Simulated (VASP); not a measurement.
# Cs (Pm-3m) in VASP: a series of runs

The runs below take Cs through single point, with PBE.

Everything below comes from runs of VASP 6.6.1. Logs are shortened: lines on timing, memory, paths and dates and some standing lists are left out, and cuts for length are marked.

## Step 1: The cell of the first run

It takes space group Pm-3m (No. 221, cubic). Conventional cell: a = 4.747 Å, b = 4.747 Å, c = 4.747 Å, α = 90.00°, β = 90.00°, γ = 90.00°.

This isn't the form of Cs at room conditions, which is bcc.

## Step 2: Single point, PBE (106.99 Å³/atom)

Input file POSCAR:

```
Cs
1.0
    4.7473408126      0.0000000000      0.0000000000
    0.0000000000      4.7473408126      0.0000000000
    0.0000000000      0.0000000000      4.7473408126
Cs
1
Direct
    0.0000000000      0.0000000000      0.0000000000
```

Input file INCAR.step1:

```
SYSTEM = Cs
PREC = Accurate
ENCUT = 520
EDIFF = 1E-6
ISMEAR = -1
SIGMA = 0.08
LREAL = .FALSE.
LASPH = .TRUE.
NELM = 80
ALGO = Normal
ISIF = 2
LWAVE = .FALSE.
LCHARG = .TRUE.
GGA = PE
NBANDS = 10
```

Input file KPOINTS.step1:

```
Automatic mesh
0
G
  8 8 8
  0 0 0
```

Input file INCAR.step2:

```
SYSTEM = Cs
PREC = Accurate
ENCUT = 520
EDIFF = 1E-6
ISMEAR = -5
SIGMA = 0.08
LREAL = .FALSE.
LASPH = .TRUE.
NELM = 80
ALGO = Normal
ISIF = 2
LWAVE = .FALSE.
LCHARG = .FALSE.
GGA = PE
LORBIT = 11
NEDOS = 2001
ICHARG = 11
```

Input file KPOINTS.step2:

```
Automatic mesh
0
G
  12 12 12
  0 0 0
```

Potentials or basis: VASP PAW PBE potentials, release 64 (Cs_sv).

On the command line:

```console
cat potpaw_PBE.64/Cs_sv/POTCAR > POTCAR
cp INCAR.step1 INCAR
cp KPOINTS.step1 KPOINTS
mpirun -np 1 vasp_std > vasp.out
cp INCAR.step2 INCAR
cp KPOINTS.step2 KPOINTS
mpirun -np 1 vasp_std > vasp.out
```

OUTCAR:

```text
SYSTEM = Cs
   PREC = Accurate
   ENCUT = 520
   EDIFF = 1E-6
   ISMEAR = -5
   LREAL = .FALSE.
   LASPH = .TRUE.
   NELM = 80
   ISIF = 2
   GGA = PE
   LORBIT = 11
   ICHARG = 11

 ion  position               nearest neighbor table
   1  0.000  0.000  0.000-

  LATTYP: Found a simple cubic cell.
 ALAT       =     4.7473408126

  Lattice vectors:

 A1 = (   4.7473408126,   0.0000000000,   0.0000000000)
 A2 = (   0.0000000000,   4.7473408126,   0.0000000000)
 A3 = (   0.0000000000,   0.0000000000,   4.7473408126)

Analysis of symmetry for initial positions (statically):
=====================================================================
 Subroutine PRICEL returns:
 Original cell was already a primitive cell.

 Routine SETGRP: Setting up the symmetry group for a
 simple cubic supercell.

 Subroutine GETGRP returns: Found 48 space group operations
 (whereof 48 operations were pure point group operations)
 out of a pool of 48 trial point group operations.

The static configuration has the point symmetry O_h .

Analysis of symmetry for dynamics (positions and initial velocities):
=====================================================================
 Subroutine PRICEL returns:
 Original cell was already a primitive cell.

 Routine SETGRP: Setting up the symmetry group for a
 simple cubic supercell.

 Subroutine GETGRP returns: Found 48 space group operations
 (whereof 48 operations were pure point group operations)
 out of a pool of 48 trial point group operations.

The dynamic configuration has the point symmetry O_h .

 Subroutine INISYM returns: Found 48 space group operations
 (whereof 48 operations are pure point group operations),
 and found     1 'primitive' translations

----------------------------------------------------------------------------------------

                                     Primitive cell

  volume of cell :     106.9920

  direct lattice vectors                    reciprocal lattice vectors
     4.747340813  0.000000000  0.000000000     0.210644241  0.000000000  0.000000000
     0.000000000  4.747340813  0.000000000     0.000000000  0.210644241  0.000000000
     0.000000000  0.000000000  4.747340813     0.000000000  0.000000000  0.210644241

  length of vectors
     4.747340813  4.747340813  4.747340813     0.210644241  0.210644241  0.210644241

  position of ions in fractional coordinates (direct lattice)
     0.000000000  0.000000000  0.000000000

  ion indices of the primitive-cell ions
   primitive index   ion index
                 1           1

----------------------------------------------------------------------------------------

 KPOINTS: Automatic mesh

Automatic generation of k-mesh.
 Grid dimensions read from file:
 generate k-points for:   12   12   12

 Generating k-lattice:

  Cartesian coordinates                     Fractional coordinates (reciprocal lattice)
     0.017553687  0.000000000  0.000000000     0.083333333  0.000000000  0.000000000
     0.000000000  0.017553687  0.000000000     0.000000000  0.083333333  0.000000000
     0.000000000  0.000000000  0.017553687     0.000000000  0.000000000  0.083333333

  Length of vectors
     0.017553687  0.017553687  0.017553687

  Shift w.r.t. Gamma in fractional coordinates (k-lattice)
     0.000000000  0.000000000  0.000000000

 TETIRR: Found    854 inequivalent tetrahedra from    10368

 Subroutine IBZKPT returns following result:
 ===========================================

 Found     84 irreducible k-points:

 Following reciprocal coordinates:
            Coordinates               Weight
  0.000000  0.000000  0.000000      1.000000
  0.083333  0.000000  0.000000      6.000000
  0.166667  0.000000  0.000000      6.000000
  0.250000  0.000000  0.000000      6.000000
  0.333333  0.000000  0.000000      6.000000
  0.416667  0.000000  0.000000      6.000000
[... 16 lines left out ...]
  0.333333  0.333333  0.000000     12.000000
  0.416667  0.333333  0.000000     24.000000
 [... further k-points ...]
   k-points           NKPTS =     84   k-points in BZ     NKDIM =     84   number of bands    NBANDS=      8
   number of dos      NEDOS =   2001   number of ions     NIONS =      1
   total plane-waves  NPLWV =  46656
   dimension x,y,z NGX =    36 NGY =   36 NGZ =   36
   dimension x,y,z NGXF=    72 NGYF=   72 NGZF=   72
   ions per type =               1
   NGX,Y,Z   is equivalent  to a cutoff of  12.61, 12.61, 12.61 a.u.
   NGXF,Y,Z  is equivalent  to a cutoff of  25.21, 25.21, 25.21 a.u.
 SYSTEM =  Cs
   PREC   = accura    normal or accurate (medium, high low for compatibility)
   ISTART =      0    job   : 0-new  1-cont  2-samecut
   ICHARG =     11    charge: 1-file 2-atom 10-const
   ISPIN  =      1    spin polarized calculation?
   LNONCOLLINEAR =      F non collinear calculations
   LSORBIT =      F    spin-orbit coupling
   LASPH  =      T    aspherical Exc in radial PAW
   ENCUT  =  520.0 eV  38.22 Ry    6.18 a.u.   8.83  8.83  8.83*2*pi/ulx,y,z
   NELM   =     80;   NELMIN=  2; NELMDL=  0     # of ELM steps
   EDIFF  = 0.1E-05   stopping-criterion for ELM
   LREAL  =      F    real-space projection
   EDIFFG = 0.1E-04   stopping-criterion for IOM
   NSW    =      0    number of steps for IOM
   IBRION =     -1    ionic relax: 0-MD 1-quasi-New 2-CG
   NFREE  =      0    steps in history (QN), initial steepest desc. (CG)
   ISIF   =      2    stress and relaxation
   ISYM   =      2    0-nonsym 1-usesym 2-fastsym
   POTIM  = 0.5000    time-step for ionic-motion
   TEBEG  =    0.0;   TEEND  =   0.0 temperature during run
   PSTRESS=    0.0 pullay stress
   NELECT =       9.0000    total number of electrons
   NUPDOWN=      -1.0000    fix difference up-down
   EMIN   =  10.00;   EMAX   =-10.00  energy-range for DOS
   EFERMI =   0.00;   METHOD = LEGACY
   ISMEAR =    -5;   SIGMA  =   0.08  broadening in eV -4-tet -1-fermi 0-gaus
   EFERMI_NEDOS =   21; number of points for ismear=-14 and -15
   IALGO  =     38    algorithm
   IMIX   =      4    mixing-type and parameters
     AMIX     =   0.40;   BMIX     =  1.00
     AMIX_MAG =   1.60;   BMIX_MAG =  1.00
  volume/ion in A,a.u.               =     106.99       722.02
  Fermi-wavevector in a.u.,A,eV,Ry     =   0.717307  1.355514  7.000603  0.514530
  Thomas-Fermi vector in A             =   1.805953
   LORBIT       =     11    0 simple, 1 ext, 2 COOP (PROOUT), +10 PAW based schemes
   GGA     = PE    functional components
   LHFCALC =     F    Hartree Fock is set to
   AEXX    =    0.0000 exact exchange contribution
   IVDW    =     0    specifies the selected vdW correction
   LEPSILON=     F    determine dielectric tensor
   LRPA    =     F    only Hartree local field effects (RPA)
 non-spin polarized calculation
 Fermi weights with tetrahedron method with Bloechl corrections
  energy-cutoff  :      520.00
  volume of cell :      106.99
 maximum number of plane-waves:      2908
 NGX is ok and might be reduce to    36

 number of electron       8.9999996 magnetization

 Free energy of the ion-electron system (eV)
  ---------------------------------------------------
  ext. energy  EPLUGINS =         0.00000000
  ---------------------------------------------------
  free energy    TOTEN  =        -0.73542151 eV

  energy without entropy =       -0.73542151  energy(sigma->0) =       -0.73542151

 E-fermi :   0.6948     XC(G=0):  -5.5850

 val. band max:        0.6776180024   @ k =   0.4167   0.2500   0.0000
 cond. band min:       0.6961024278   @ k =   0.3333   0.2500   0.2500
 fundamental gap:      0.0184844254
 Fermi energy:         0.6948325661

 k-point     1 :       0.0000    0.0000    0.0000
  band No.  band energies     occupation
      1     -23.3360      2.00000
      2     -10.0284      2.00000
      3     -10.0284      2.00000
      4     -10.0284      2.00000
      5      -1.0770      2.00000
      6       1.9647      0.00000
      7       1.9647      0.00000
      8       5.3049      0.00000

 k-point     2 :       0.0833    0.0000    0.0000
  band No.  band energies     occupation
      1     -23.3351      2.00000
      2     -10.0473      2.00000
      3     -10.0268      2.00000
      4     -10.0268      2.00000
      5      -1.0111      2.00000
      6       1.9906      0.00000
      7       1.9983      0.00000
      8       5.0381      0.00000

 k-point     3 :       0.1667    0.0000    0.0000
  band No.  band energies     occupation
      1     -23.3327      2.00000
      2     -10.0980      2.00000
      3     -10.0225      2.00000
      4     -10.0225      2.00000
      5      -0.8216      2.00000
      6       2.0590      0.00000
      7       2.0646      0.00000
      8       4.6018      0.00000

 k-point     4 :       0.2500    0.0000    0.0000
  band No.  band energies     occupation
      1     -23.3293      2.00000
      2     -10.1656      2.00000
      3     -10.0165      2.00000
      4     -10.0165      2.00000
      5      -0.5293      2.00000
      6       2.0261      0.00000
      7       2.1748      0.00000
      8       4.2126      0.00000

 k-point     5 :       0.3333    0.0000    0.0000
  band No.  band energies     occupation
      1     -23.3260      2.00000
      2     -10.2313      2.00000
      3     -10.0105      2.00000
      4     -10.0105      2.00000
      5      -0.1627      2.00000
      6       1.7917      0.00000
      7       2.2982      0.00000
      8       3.9161      0.00000
[... 177 lines left out ...]
 k-point    22 :       0.5000    0.2500    0.0000
  band No.  band energies     occupation
      1     -23.3162      2.00000
      2     -10.2769      2.00000
      3     -10.1345      2.00000
      4      -9.9931      2.00000
      5       1.0248     -0.12290
      6       1.1082      0.00000
      7       2.8263      0.00000
      8       3.1495      0.00000

 k-point    23 :       0.3333    0.3333    0.0000
  band No.  band energies     occupation
      1     -23.3163      2.00000
      2     -10.2089      2.00000
      3     -10.2026      2.00000
      4      -9.9932      2.00000
      5       0.5800      1.78383
      6       1.7066      0.00000
      7       2.7350      0.00000
      8       3.1966      0.00000

 k-point    24 :       0.4167    0.3333    0.0000
  band No.  band energies     occupation
      1     -23.3139      2.00000
      2     -10.2512      2.00000
      3     -10.1993      2.00000
      4      -9.9890      2.00000
      5       0.8206      0.09590
      6       1.5587      0.00000
      7       2.8580      0.00000
      8       3.1459      0.00000

 [... further k-points ...]

------------------------ aborting loop because EDIFF is reached ----------------------------------------

  FORCE on cell =-STRESS in cart. coord.  units (eV):
  Direction    XX          YY          ZZ          XY          YZ          ZX
  --------------------------------------------------------------------------------------
  -------------------------------------------------------------------------------------
  Total        0.2780700      0.2780700      0.2780700      0.0000000      0.0000000      0.0000000
  in kB        4.1640263      4.1640263      4.1640263      0.0000000      0.0000000      0.0000000
  external PRESSURE =       4.1640263 kB  Pullay stress =       0.0000000 kB

 VOLUME and BASIS-vectors are now :
 -----------------------------------------------------------------------------
  energy-cutoff  :      520.00
  volume of cell :      106.99
      direct lattice vectors                 reciprocal lattice vectors
     4.747340813  0.000000000  0.000000000     0.210644241  0.000000000  0.000000000
     0.000000000  4.747340813  0.000000000     0.000000000  0.210644241  0.000000000
     0.000000000  0.000000000  4.747340813     0.000000000  0.000000000  0.210644241

 POSITION                                       TOTAL-FORCE (eV/Angst)
 -----------------------------------------------------------------------------------
      0.00000      0.00000      0.00000         0.000000      0.000000      0.000000
 -----------------------------------------------------------------------------------
    total drift:                                0.000000     -0.000000      0.000000

  FREE ENERGIE OF THE ION-ELECTRON SYSTEM (eV)
  ---------------------------------------------------
  free  energy   TOTEN  =        -0.7354215116 eV

  energy  without entropy=       -0.7354215116  energy(sigma->0) =       -0.73542151

 total charge

# of ion       s       p       d       tot
------------------------------------------
    1        1.858   4.677   0.011   6.546
```

Wall time 67 s (1 thread of Intel Xeon 8259CL, shared host); peak memory 0.23 GiB.

Results:

```
Valence electrons inside the program's atomic spheres : Cs 6.55
```

Caveat: spin-orbit coupling is left out, which moves the levels of the heavy elements; tetrahedron occupations give inexact forces and stress in metals.

## Step 3: Single point, PBE

This run uses another cell than the first one, of 125.87 Å³/atom.

Input file POSCAR:

```
Cs
1.0
    5.0116119450      0.0000000000      0.0000000000
    0.0000000000      5.0116119450      0.0000000000
    0.0000000000      0.0000000000      5.0116119450
Cs
1
Direct
    0.0000000000      0.0000000000      0.0000000000
```

Input file INCAR.step1:

```
SYSTEM = Cs
  PREC = Accurate
  ENCUT = 520
  EDIFF = 1E-6
  ISMEAR = -1
  SIGMA = 0.08
  LREAL = .FALSE.
  LASPH = .TRUE.
  NELM = 80
  ALGO = Normal
  ISIF = 2
  LWAVE = .FALSE.
  LCHARG = .TRUE.
  GGA = PE
  NBANDS = 10
```

KPOINTS.step1 is that of step 2.

Input file INCAR.step2:

```
SYSTEM = Cs
  PREC = Accurate
  ENCUT = 520
  EDIFF = 1E-6
  ISMEAR = -5
  SIGMA = 0.08
  LREAL = .FALSE.
  LASPH = .TRUE.
  NELM = 80
  ALGO = Normal
  ISIF = 2
  LWAVE = .FALSE.
  LCHARG = .FALSE.
  GGA = PE
  LORBIT = 11
  NBANDS = 10
  NEDOS = 2001
  ICHARG = 11
```

KPOINTS.step2 is that of step 2.

Potentials or basis: VASP PAW PBE potentials, release 64 (Cs_sv).

On the command line:

```console
cat potpaw_PBE.64/Cs_sv/POTCAR > POTCAR
cp INCAR.step1 INCAR
cp KPOINTS.step1 KPOINTS
mpirun -np 1 vasp_std > vasp.out
cp INCAR.step2 INCAR
cp KPOINTS.step2 KPOINTS
mpirun -np 1 vasp_std > vasp.out
```

Run time: 2 min. Hardware: 1 thread of Intel Xeon 8259CL, shared host; peak memory 0.28 GiB.

It converged, with:

| Item | Value |
| --- | --- |
| Valence electrons inside the program's atomic spheres | Cs 6.54 |

Levels at points of the mesh, in eV from the Fermi level:
| k point | band 1 | band 2 | band 3 | band 4 | band 5 | band 6 | band 7 | band 8 |
| --- | --- | --- | --- | --- | --- | --- | --- | --- |
| (0.00, 0.00, 0.00) | -24.06 | -10.79 | -10.79 | -10.79 | -1.60 | 1.34 | 1.34 | 4.22 |
| (0.50, 0.00, 0.00) | -24.06 | -10.96 | -10.78 | -10.78 | -0.21 | 0.40 | 1.75 | 2.84 |
| (0.50, 0.50, 0.00) | -24.05 | -10.94 | -10.94 | -10.77 | 0.34 | 1.15 | 1.97 | 1.97 |
| (0.50, 0.50, 0.50) | -24.04 | -10.92 | -10.92 | -10.92 | 1.07 | 1.07 | 1.07 | 2.95 |

Caveat: spin-orbit coupling is left out, which moves the levels of the heavy elements; tetrahedron occupations give inexact forces and stress in metals.

## Step 4: Single point, PBE (125.87 Å³/atom)

This run uses another cell than the first one, of 125.87 Å³/atom.

POSCAR is that of step 3.

Input file INCAR.step1:

```
ALGO = Normal ; EDIFF = 1E-6
ENCUT = 520 ; GGA = PE
ISIF = 2 ; ISMEAR = -1
LASPH = T ; LCHARG = T
LREAL = F ; LWAVE = F
NBANDS = 10 ; NELM = 60
PREC = Accurate ; SIGMA = 0.08
```

Input file KPOINTS.step1:

```
k-points
0
Gamma
  8 8 8
```

Input file INCAR.step2:

```
ALGO = Normal ; EDIFF = 1E-6
ENCUT = 520 ; GGA = PE
ICHARG = 11 ; ISIF = 2
ISMEAR = -5 ; LASPH = T
LCHARG = F ; LORBIT = 11
LREAL = F ; LWAVE = F
NBANDS = 10 ; NEDOS = 2001
NELM = 60 ; PREC = Accurate
SIGMA = 0.08
```

Input file KPOINTS.step2:

```
k-points
0
Gamma
  12 12 12
```

On the command line:

```console
cat potpaw_PBE.64/Cs_sv/POTCAR > POTCAR
cp INCAR.step1 INCAR
cp KPOINTS.step1 KPOINTS
mpirun -np 1 vasp_std > vasp.out
cp INCAR.step2 INCAR
cp KPOINTS.step2 KPOINTS
mpirun -np 1 vasp_std > vasp.out
```

Run time: 2 min. Hardware: 1 thread of Intel Xeon 8259CL, shared host; peak memory 0.28 GiB.

Results (log left out):

```
Valence electrons inside the program's atomic spheres : Cs 6.54
```

Levels at points of the mesh, in eV from the Fermi level:
```
           k point  band 2  band 3  band 4  band 5  band 6  band 7
(0.00, 0.00, 0.00)  -10.79  -10.79  -10.79   -1.60    1.34    1.34
(0.50, 0.00, 0.00)  -10.96  -10.78  -10.78   -0.21    0.40    1.75
(0.50, 0.50, 0.00)  -10.94  -10.94  -10.77    0.34    1.15    1.97
(0.50, 0.50, 0.50)  -10.92  -10.92  -10.92    1.07    1.07    1.07
```

Caveat: spin-orbit coupling is left out, which moves the levels of the heavy elements; tetrahedron occupations give inexact forces and stress in metals.
